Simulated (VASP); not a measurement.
# SbPt (P6_3/mmc) in VASP: a series of runs, part 2 of 2

VASP 6.6.1. Earlier steps stand in the parts before.

## (4) Relaxation of cell and atoms, PBEsol, target pressure 4 GPa, at which the enthalpy is minimised

This run uses another cell than the first one, of 20.04 Å³/atom.

INCAR

```
ALGO     = Normal         # electronic algorithm
EDIFF    = 1E-6           # SCF threshold, eV
EDIFFG   = -0.008         # ionic threshold
ENCUT    = 600            # plane-wave cutoff, eV
GGA      = PS             # functional
IBRION   = 2              # ionic algorithm
ISIF     = 3              # what is computed and relaxed
ISMEAR   = 0              # smearing method
LASPH    = True           # aspherical terms in the spheres
LCHARG   = False          # write CHGCAR
LREAL    = False          # projectors in reciprocal space
LWAVE    = False          # write WAVECAR
NELM     = 60             # most SCF steps
NSW      = 70             # ionic steps
PREC     = Accurate       # precision mode
PSTRESS  = 40.0         
SIGMA    = 0.1            # smearing width, eV
```

KPOINTS

```
k-points
0
Gamma
  12 12 8
```

POSCAR

```
SbPt
1.0
    4.1318428148      0.0000000000      0.0000000000
   -2.0659214074      3.5782808420      0.0000000000
    0.0000000000      0.0000000000      5.4227696853
Sb Pt
2 2
Direct
    0.3333333333      0.6666666667      0.2500000000
    0.6666666667      0.3333333333      0.7500000000
    0.0000000000      0.0000000000      0.0000000000
    0.0000000000      0.0000000000      0.5000000000
```

On the command line:

```console
> cat potpaw_PBE.64/Sb/POTCAR potpaw_PBE.64/Pt/POTCAR > POTCAR
> mpirun -np 1 vasp_std > vasp.out
```

Run time: 4 min. Hardware: 1 thread of AMD EPYC 9R45 (Zen 5), shared host; peak memory 0.33 GiB.

The run converged. Its results:

- Free energy: -24.7222 eV
- Relaxed volume: 20.03 Å³/atom
- Relaxed cell: a = 4.127 Å, b = 4.127 Å, c = 5.431 Å, α = 90.00°, β = 90.00°, γ = 120.00°
- Space group after relaxing (to 0.1 Å): P6_3/mmc (No. 194)
- Energy change on relaxing (the run minimises the enthalpy): +0.3 meV/atom
- Ionic steps: 5
- Pressure after relaxing: 4.0 GPa
- Band gap on the k mesh: zero (bands 15 and 16 overlap by 4.20 eV)

The path:
| step | energy change (eV) | largest force (eV/Å) | pressure (GPa) | volume (Å³) |
| --- | --- | --- | --- | --- |
| 1 | 0.0000 | 0.0000 | 3.95 | 80.18 |
| 2 | 0.0017 | 0.0000 | 4.06 | 80.10 |
| 3 | 0.0018 | 0.0000 | 4.07 | 80.10 |
| 4 | -0.0004 | 0.0000 | 3.87 | 80.19 |
| 5 | 0.0011 | 0.0000 | 4.00 | 80.12 |

Final structure:
```
CELL_PARAMETERS angstrom
4.12739 0.00000 0.00000
-2.06370 3.57443 0.00000
0.00000 0.00000 5.43098
ATOMIC_POSITIONS crystal
Sb 0.33333 0.66667 0.25000
Sb 0.66667 0.33333 0.75000
Pt 0.00000 0.00000 0.00000
Pt 0.00000 0.00000 0.50000
```

Levels at points of the mesh, in eV from the Fermi level:
| k point | band 13 | band 14 | band 15 | band 16 | band 17 | band 18 |
| --- | --- | --- | --- | --- | --- | --- |
| (0.00, 0.00, 0.00) | -0.14 | -0.14 | 0.82 | 2.29 | 2.37 | 3.62 |
| (0.50, 0.00, 0.00) | -2.79 | -2.35 | -2.17 | -0.62 | 1.99 | 4.22 |
| (0.00, 0.00, 0.50) | -1.20 | -1.20 | 2.37 | 2.37 | 2.37 | 2.37 |
| (0.50, 0.00, 0.50) | -3.17 | -3.17 | 0.32 | 0.32 | 1.76 | 1.76 |

Caveat: the cell is relaxed towards a set pressure, so the run minimises the enthalpy, not the energy; the PAW data sets were made with another functional, which shifts forces and pressure a little; spin-orbit coupling is left out, which moves the levels of the heavy elements.

## (5) Single point, PBEsol

This run uses another cell than the first one, of 15.26 Å³/atom.

INCAR

```
SYSTEM = SbPt
PREC = Accurate
ENCUT = 520
EDIFF = 1E-7
ISMEAR = 0
SIGMA = 0.1
LREAL = .FALSE.
LASPH = .TRUE.
NELM = 80
ALGO = Normal
ISIF = 2
LWAVE = .FALSE.
LCHARG = .FALSE.
GGA = PS
NBANDS = 23
```

KPOINTS

```
regular mesh
0
G
  12 12 8
  0 0 0
```

POSCAR

```
SbPt
1.0
    3.7210745206      0.0000000000      0.0000000000
   -1.8605372603      3.2225450642      0.0000000000
    0.0000000000      0.0000000000      5.0911717421
Sb Pt
2 2
Direct
    0.3333333333      0.6666666667      0.2500000000
    0.6666666667      0.3333333333      0.7500000000
    0.0000000000      0.0000000000      0.0000000000
    0.0000000000      0.0000000000      0.5000000000
```

On the command line:

```console
> cat potpaw_PBE.64/Sb/POTCAR potpaw_PBE.64/Pt/POTCAR > POTCAR
> mpirun -np 1 vasp_std > vasp.out
```

Wall time 64 s (1 thread of AMD EPYC 9R45 (Zen 5), shared host); peak memory 0.23 GiB.

It converged, with:

```yaml
Free_energy: -20.3153 eV
Pressure: 90.4 GPa
Band_gap_on_the_k_mesh: zero (bands 15 and 16 overlap by 5.88 eV)
```

Levels at points of the mesh, in eV from the Fermi level:
```
           k point  band 12  band 13  band 14  band 15  band 16  band 17  band 18  band 19
(0.00, 0.00, 0.00)    -3.66    -0.38    -0.38     0.71     1.77     2.47     4.90     4.90
(0.50, 0.00, 0.00)    -4.40    -4.14    -3.96    -3.59     0.35     2.25     4.18     4.53
(0.00, 0.00, 0.50)    -5.82    -1.22    -1.22     3.01     3.01     3.01     3.01     4.16
(0.50, 0.00, 0.50)    -5.09    -4.82    -4.82    -0.05    -0.05     2.80     2.80     4.10
```

Caveat: the cell stands under pressure; the PAW data sets were made with another functional, which shifts forces and pressure a little; spin-orbit coupling is left out, which moves the levels of the heavy elements.

## (6) Single point, PBEsol

This run uses another cell than the first one, of 16.70 Å³/atom.

INCAR

```
PREC     = Accurate       # precision mode
ENCUT    = 520            # plane-wave cutoff, eV
EDIFF    = 1E-7           # SCF threshold, eV
ISMEAR   = 0              # smearing method
SIGMA    = 0.1            # smearing width, eV
LREAL    = F              # projectors in reciprocal space
LASPH    = T              # aspherical terms in the spheres
NELM     = 80             # most SCF steps
ALGO     = Normal         # electronic algorithm
ISIF     = 2              # what is computed and relaxed
LWAVE    = F              # write WAVECAR
LCHARG   = F              # write CHGCAR
GGA      = PS             # functional
NBANDS   = 23             # bands
```

KPOINTS

```
Automatic mesh
0
Gamma
  12 12 8
```

POSCAR

```
SbPt
1.0
    3.8499213525      0.0000000000      0.0000000000
   -1.9249606763      3.3341296939      0.0000000000
    0.0000000000      0.0000000000      5.2052964633
Sb Pt
2 2
Direct
    0.3333333333      0.6666666667      0.2500000000
    0.6666666667      0.3333333333      0.7500000000
    0.0000000000      0.0000000000      0.0000000000
    0.0000000000      0.0000000000      0.5000000000
```

Potentials or basis: VASP PAW PBE potentials, release 64 (Sb, Pt).

On the command line:

```console
> cat potpaw_PBE.64/Sb/POTCAR potpaw_PBE.64/Pt/POTCAR > POTCAR
> mpirun -np 1 vasp_std > vasp.out
```

OUTCAR:

```text
PREC = Accurate
   ENCUT = 520
   EDIFF = 1E-7
   ISMEAR = 0
   LREAL = F
   LASPH = T
   NELM = 80
   ISIF = 2
   GGA = PS

 ion  position               nearest neighbor table
   1  0.333  0.667  0.250-   3 2.58   4 2.58   3 2.58   4 2.58   3 2.58   4 2.58   2 3.42   2 3.42
                             2 3.42   2 3.42   2 3.42   2 3.42
   2  0.667  0.333  0.750-   3 2.58   4 2.58   3 2.58   4 2.58   3 2.58   4 2.58   1 3.42   1 3.42
                             1 3.42   1 3.42   1 3.42   1 3.42
   3  0.000  0.000  0.000-   1 2.58   2 2.58   2 2.58   1 2.58   2 2.58   1 2.58   4 2.60   4 2.60

   4  0.000  0.000  0.500-   1 2.58   2 2.58   2 2.58   1 2.58   2 2.58   1 2.58   3 2.60   3 2.60

  LATTYP: Found a hexagonal cell.
 ALAT       =     3.8499213525
 C/A-ratio  =     1.3520526750

  Lattice vectors:

 A1 = (   3.8499213525,   0.0000000000,   0.0000000000)
 A2 = (  -1.9249606763,   3.3341296939,   0.0000000000)
 A3 = (   0.0000000000,   0.0000000000,   5.2052964633)

Analysis of symmetry for initial positions (statically):
=====================================================================
 Subroutine PRICEL returns:
 Original cell was already a primitive cell.

 Routine SETGRP: Setting up the symmetry group for a
 hexagonal supercell.

 Subroutine GETGRP returns: Found 24 space group operations
 (whereof 12 operations were pure point group operations)
 out of a pool of 24 trial point group operations.

The static configuration has the point symmetry D_3d.
 The point group associated with its full space group is D_6h.

Analysis of symmetry for dynamics (positions and initial velocities):
=====================================================================
 Subroutine PRICEL returns:
 Original cell was already a primitive cell.

[... 128 lines left out ...]
   EFERMI_NEDOS =   21; number of points for ismear=-14 and -15
   IALGO  =     38    algorithm
   IMIX   =      4    mixing-type and parameters
     AMIX     =   0.40;   BMIX     =  1.00
     AMIX_MAG =   1.60;   BMIX_MAG =  1.00
  volume/ion in A,a.u.               =      16.70       112.72
  Fermi-wavevector in a.u.,A,eV,Ry     =   1.253589  2.368940 21.381370  1.571486
  Thomas-Fermi vector in A             =   2.387435
   LORBIT       =      0    0 simple, 1 ext, 2 COOP (PROOUT), +10 PAW based schemes
   GGA     = PS    functional components
   LHFCALC =     F    Hartree Fock is set to
   AEXX    =    0.0000 exact exchange contribution
   IVDW    =     0    specifies the selected vdW correction
   LEPSILON=     F    determine dielectric tensor
   LRPA    =     F    only Hartree local field effects (RPA)
 non-spin polarized calculation
 Gauss-broadening in eV      SIGMA  =   0.10
  energy-cutoff  :      520.00
  volume of cell :       66.82
 maximum number of plane-waves:      1818
 NGX is ok and might be reduce to    30
   NGX = 15   NGY = 15   NGZ = 19

 number of electron      29.9999997 magnetization

 Free energy of the ion-electron system (eV)
  ---------------------------------------------------
  ext. energy  EPLUGINS =         0.00000000
  ---------------------------------------------------
  free energy    TOTEN  =       -22.78894843 eV

  energy without entropy =      -22.78128584  energy(sigma->0) =      -22.78511713

 E-fermi :  13.6993     XC(G=0): -12.5877

 val. band max:       13.6892829690   @ k =   0.0833   0.0833   0.3750
 cond. band min:      13.7124078033   @ k =   0.2500   0.0000   0.3750
 fundamental gap:      0.0231248342
 Fermi energy:        13.6992900188

 k-point     1 :       0.0000    0.0000    0.0000
  band No.  band energies     occupation
      1      -1.5239      2.00000
      2       3.6656      2.00000
      3       4.6093      2.00000
      4       5.8253      2.00000
      5       5.8253      2.00000
      6       5.8521      2.00000
[... 613 lines left out ...]
     22      20.8243      0.00000
     23      21.9159      0.00000

 [... further k-points ...]

------------------------ aborting loop because EDIFF is reached ----------------------------------------

  FORCE on cell =-STRESS in cart. coord.  units (eV):
  Direction    XX          YY          ZZ          XY          YZ          ZX
  --------------------------------------------------------------------------------------
  -------------------------------------------------------------------------------------
  Total       20.8711452     20.8711452     20.8429819     -0.0000000      0.0000000      0.0000000
  in kB      500.4688432    500.4688433    499.7935152     -0.0000000      0.0000000      0.0000000
  external PRESSURE =     500.2437339 kB  Pullay stress =       0.0000000 kB

 VOLUME and BASIS-vectors are now :
 -----------------------------------------------------------------------------
  energy-cutoff  :      520.00
  volume of cell :       66.82
      direct lattice vectors                 reciprocal lattice vectors
     3.849921353  0.000000000  0.000000000     0.259745566  0.149964172  0.000000000
    -1.924960676  3.334129694  0.000000000     0.000000000  0.299928345  0.000000000
     0.000000000  0.000000000  5.205296463     0.000000000  0.000000000  0.192112016

 POSITION                                       TOTAL-FORCE (eV/Angst)
 -----------------------------------------------------------------------------------
     -0.00000      2.22275      1.30132         0.000000      0.000000      0.000000
      1.92496      1.11138      3.90397        -0.000000     -0.000000      0.000000
      0.00000      0.00000      0.00000         0.000000     -0.000000      0.000000
      0.00000      0.00000      2.60265         0.000000     -0.000000      0.000000
 -----------------------------------------------------------------------------------
    total drift:                               -0.000000      0.000000      0.000000

  FREE ENERGIE OF THE ION-ELECTRON SYSTEM (eV)
  ---------------------------------------------------
  free  energy   TOTEN  =       -22.7889484320 eV

  energy  without entropy=      -22.7812858365  energy(sigma->0) =      -22.78511713
```

OSZICAR:

```text
N       E                     dE             d eps       ncg     rms          rms(c)
DAV:   1     0.180185269522E+03    0.18019E+03   -0.13009E+04  4386   0.117E+03
DAV:   2    -0.165674252708E+02   -0.19675E+03   -0.18552E+03  5176   0.245E+02
DAV:   3    -0.234806234523E+02   -0.69132E+01   -0.68003E+01  5336   0.492E+01
DAV:   4    -0.235534910467E+02   -0.72868E-01   -0.72835E-01  4797   0.558E+00
DAV:   5    -0.235545913566E+02   -0.11003E-02   -0.11003E-02  5458   0.711E-01    0.226E+01
DAV:   6    -0.229534479777E+02    0.60114E+00   -0.14077E+00  4741   0.981E+00    0.118E+01
DAV:   7    -0.228109260269E+02    0.14252E+00   -0.12232E-01  4547   0.260E+00    0.414E+00
DAV:   8    -0.227888394168E+02    0.22087E-01   -0.32131E-02  5196   0.148E+00    0.272E-01
DAV:   9    -0.227889228112E+02   -0.83394E-04   -0.12745E-03  4993   0.214E-01    0.168E-01
DAV:  10    -0.227889611390E+02   -0.38328E-04   -0.18586E-04  5056   0.933E-02    0.566E-02
DAV:  11    -0.227889479339E+02    0.13205E-04   -0.58150E-06  5168   0.167E-02    0.247E-02
DAV:  12    -0.227889484081E+02   -0.47417E-06   -0.10431E-06  4923   0.727E-03    0.371E-03
DAV:  13    -0.227889484320E+02   -0.23915E-07   -0.97369E-08  3403   0.188E-03
   1 F= -.22788948E+02 E0= -.22785117E+02  d E =-.766260E-02
```

Run time: 64 s. Hardware: 1 thread of AMD EPYC 9R45 (Zen 5), shared host; peak memory 0.24 GiB.

What came out:

```yaml
Free_energy: -22.7889 eV
Pressure: 50.0 GPa
Band_gap_on_the_k_mesh: zero (bands 15 and 16 overlap by 5.27 eV)
```

Caveat: the cell stands under pressure; the PAW data sets were made with another functional, which shifts forces and pressure a little; spin-orbit coupling is left out, which moves the levels of the heavy elements.

## (7) Summary

```tsv
task	cell	cutoff (eV)	gap on the mesh (eV)	pressure (GPa)
relaxation of cell and atoms	relaxed to 25 GPa from a = 3.975, b = 3.975, c = 5.262 Å, angles 90.0, 90.0, 120.0°, 4 atoms	600	none	25.0
relaxation of cell and atoms	relaxed to 12 GPa from a = 4.064, b = 4.064, c = 5.349 Å, angles 90.0, 90.0, 120.0°, 4 atoms	600	none	12.0
relaxation of cell and atoms	relaxed to 4 GPa from a = 4.132, b = 4.132, c = 5.423 Å, angles 90.0, 90.0, 120.0°, 4 atoms	600	none	4.0
single point	a = 3.721, b = 3.721, c = 5.091 Å, angles 90.0, 90.0, 120.0°, 4 atoms	520	none	90.4
single point	a = 3.850, b = 3.850, c = 5.205 Å, angles 90.0, 90.0, 120.0°, 4 atoms	520	none	50.0
```

Alike in all rows: level PBEsol; potentials or basis VASP PAW PBE potentials, release 64 (Sb, Pt); no spin polarisation; k mesh 12 × 12 × 8; smearing gaussian 0.1 eV.

Caveats: the PAW data sets were made with another functional, which shifts forces and pressure a little; spin-orbit coupling is left out, which moves the levels of the heavy elements; the cell is relaxed towards a set pressure, so the run minimises the enthalpy, not the energy (at least some runs); the cell stands under pressure (at least some runs).

Absolute energies hang on the potentials; compare differences alone.

The gap in the log of VASP goes by the Fermi energy; the results here count the filled bands.